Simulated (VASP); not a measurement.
W: relaxation of cell and atoms with r2SCAN

The system is W.

```
CELL_PARAMETERS angstrom
-1.59207 1.59207 1.59207
1.59207 -1.59207 1.59207
1.59207 1.59207 -1.59207
ATOMIC_POSITIONS crystal
W 0.00000 0.00000 0.00000
```

```json
{
 "Program": "VASP 6.6.1",
 "Task": "relaxation of cell and atoms",
 "Functional": "r2SCAN",
 "Potentials or basis": "VASP PAW PBE potentials, release 64 (W_sv)",
 "Cutoff": "600 eV",
 "k mesh": "10 × 10 × 10",
 "Occupations": "fermi-dirac, width 0.02 eV",
 "Spin": "no spin polarisation",
 "Dipole correction": "no",
 "Further INCAR settings": "ALGO = Normal; EDIFF = 1e-06; IBRION = 2; EDIFFG = -0.005; NSW = 80; ISIF = 3"
}
```

* Relaxed volume: 15.97 Å³/atom
* Relaxed cell: a = 2.748 Å, b = 2.748 Å, c = 2.748 Å, α = 109.47°, β = 109.47°, γ = 109.47°
* Space group after relaxing (to 0.05 Å): Im-3m (No. 229)
* Energy gained by relaxing: 2.0 meV/atom
* Ionic steps: 3
* Pressure after relaxing: 0.0 GPa
* Band gap on the k mesh: zero (band 7 reaches 16.46 eV, above the bottom of band 8 at 9.91 eV)

Step by step:
| step | energy change (eV) | largest force (eV/Å) | pressure (GPa) | volume (Å³) |
| --- | --- | --- | --- | --- |
| 1 | 0.0000 | 0.0000 | -3.51 | 16.14 |
| 2 | 0.0254 | 0.0000 | 14.36 | 15.33 |
| 3 | -0.0020 | 0.0000 | -0.04 | 15.97 |

Final structure:
```
W
1.0
    -1.58630    1.58630    1.58630
     1.58630   -1.58630    1.58630
     1.58630    1.58630   -1.58630
W
1
Direct
  0.00000 0.00000 0.00000
```

Levels at points of the mesh, in eV from the Fermi level:
| k point | band 4 | band 5 | band 6 | band 7 | band 8 | band 9 | band 10 | band 11 |
| --- | --- | --- | --- | --- | --- | --- | --- | --- |
| (0.00, 0.00, 0.00) | -39.19 | -10.28 | -1.46 | -1.46 | -1.46 | 2.34 | 2.34 | 15.06 |
| (0.50, 0.00, 0.00) | -39.20 | -6.70 | -3.90 | 0.31 | 2.18 | 3.22 | 6.08 | 11.35 |
| (0.50, 0.50, 0.50) | -40.13 | -6.16 | -6.16 | 5.09 | 5.09 | 5.09 | 8.30 | 8.30 |

Wall time 85 s on 1 thread of Intel(R) Xeon(R) Platinum 8259CL CPU @ 2.50GHz (Skylake/Cascade Lake), on a shared host, peak memory 0.16 GiB.

Caveat: the PAW data sets were made with another functional, which shifts forces and pressure a little; spin-orbit coupling is left out, which moves the levels of the heavy elements.
